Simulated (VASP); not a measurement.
A run of VASP 6.6.1:

The input INCAR:

```
SYSTEM = C
PREC = Accurate
ENCUT = 600
EDIFF = 1E-6
ISMEAR = -1
SIGMA = 0.02
LREAL = .FALSE.
LASPH = .TRUE.
NELM = 80
ALGO = Normal
ISIF = 3
LWAVE = .FALSE.
LCHARG = .FALSE.
GGA = CA
IBRION = 2
NSW = 80
EDIFFG = -0.005
```

File KPOINTS:

```
Automatic mesh
0
G
  12 12 12
  0 0 0
```

Contents of POSCAR:

```
C
1.0
    0.0000000000      1.7857704569      1.7857704569
    1.7857704569      0.0000000000      1.7857704569
    1.7857704569      1.7857704569      0.0000000000
C
2
Direct
    0.0000000000      0.0000000000      0.0000000000
    0.2500000000      0.2500000000      0.2500000000
```

Potentials or basis: VASP PAW LDA potentials, release 64 (C).

Launch:

```bash
$ cat potpaw_LDA.64/C/POTCAR > POTCAR
$ mpirun -np 1 vasp_std > vasp.out
```

Hardware: 1 thread of Intel(R) Xeon(R) Platinum 8488C (Sapphire Rapids), on a shared host.

Question: How long does it take, and how much memory?

Answer: Wall time 7.7 s on 1 thread of Intel(R) Xeon(R) Platinum 8488C (Sapphire Rapids), on a shared host, peak memory 0.11 GiB. Counts: scf iterations 23, k points 72, ion steps 3.
